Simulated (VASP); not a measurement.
**Al: single point with LDA**

The system is Al.

```
Al
1.0
    -1.60713    1.59122    1.59122
     1.59122   -1.60713    1.59122
     1.59122    1.59122   -1.60713
Al
1
Direct
  0.00000 0.00000 0.00000
```

```
Program                : VASP 6.6.1
Task                   : single point
Functional             : LDA
Potentials or basis    : VASP PAW LDA potentials, release 64 (Al)
Cutoff                 : 520 eV
k mesh                 : 15 × 15 × 15
Occupations            : fermi-dirac, width 0.1 eV
Spin                   : no spin polarisation
Dipole correction      : no
Further INCAR settings : ALGO = Normal; EDIFF = 1e-07; NBANDS = 8
```

The pressure is 0.5 GPa.

Stress tensor (GPa, compression positive):
```
0.52 0.38 0.38
0.38 0.52 0.38
0.38 0.38 0.52
```

Levels at points of the mesh, in eV from the Fermi level:
```csv
k point,band 1,band 2,band 3,band 4,band 5,band 6
"(0.00, 0.00, 0.00)",-11.25,13.20,13.39,13.39,14.63,14.63
```

Wall time 13 s on 1 thread of Intel(R) Xeon(R) Platinum 8375C CPU @ 2.90GHz (Ice Lake), with other jobs on the host, peak memory 0.15 GiB.
